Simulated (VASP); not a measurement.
Crystal: AlN.

```
CELL_PARAMETERS angstrom
3.11000 0.00000 0.00000
-1.55500 2.69334 0.00000
0.00000 0.00000 4.83060
ATOMIC_POSITIONS crystal
Al 0.66667 0.33333 0.00000
Al 0.33333 0.66667 0.50000
N 0.66667 0.33333 0.38200
N 0.33333 0.66667 0.88200
```

This cell differs from its parent crystal: z stretched by -3 %.

| Item | Value |
| --- | --- |
| Program | VASP 6.6.1 |
| Task | relaxation of the atoms |
| Functional | PBE |
| Potentials or basis | VASP PAW PBE potentials, release 64 (Al, N) |
| Cutoff | 520 eV |
| k mesh | 11 × 11 × 6 |
| Occupations | fermi-dirac, width 0.02 eV |
| Spin | no spin polarisation |

At the start: pressure 10.6 GPa; volume 10.12 Å³/atom.

Question: Where does the relaxation end?

Answer: Over 3 steps the energy falls by 3.8 meV/atom; space group P6_3mc (No. 186, to 0.1 Å) before and after.

Step by step:
```
step  energy change (eV)  largest force (eV/Å)  pressure (GPa)
   1              0.0000                0.4812           10.58
   2             -0.0128                0.1766            9.97
   3             -0.0152                0.0012           10.09
```

Final structure:
```
CELL_PARAMETERS angstrom
3.11000 0.00000 0.00000
-1.55500 2.69334 0.00000
0.00000 0.00000 4.83060
ATOMIC_POSITIONS crystal
Al 0.66667 0.33333 0.99662
Al 0.33333 0.66667 0.49662
N 0.66667 0.33333 0.38538
N 0.33333 0.66667 0.88538
```

Caveat: the cell differs from its parent crystal (z stretched by -3 %).
